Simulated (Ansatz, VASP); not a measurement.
## Zn: VASP beside Ansatz

```
Zn
1.0
     2.75788    0.00000    0.00000
    -1.37894    2.38839    0.00000
     0.00000    0.00000    5.15351
Zn
2
Direct
  0.33333 0.66667 0.25000
  0.66667 0.33333 0.75000
```

Alike in both runs: task single point; functional PBE; k mesh 22 × 22 × 11; occupations fermi-dirac, width 0.1 eV; no spin polarisation.

|  | VASP | Ansatz |
| --- | --- | --- |
| version | VASP 6.6.1 | Ansatz 0.2.0 |
| potentials or method | VASP PAW PBE potentials, release 64 (Zn), cutoff 520 eV | plane waves (420 eV) with PAW, scalar-relativistic |
| valence electrons in the cell | 24 | 24 |

```csv
,VASP,Ansatz,Ansatz less VASP
pressure (GPa),-5.9,-6.1,-0.19
"traceless stress, the component that is largest in VASP (GPa)",1.66,1.77,+0.104
```
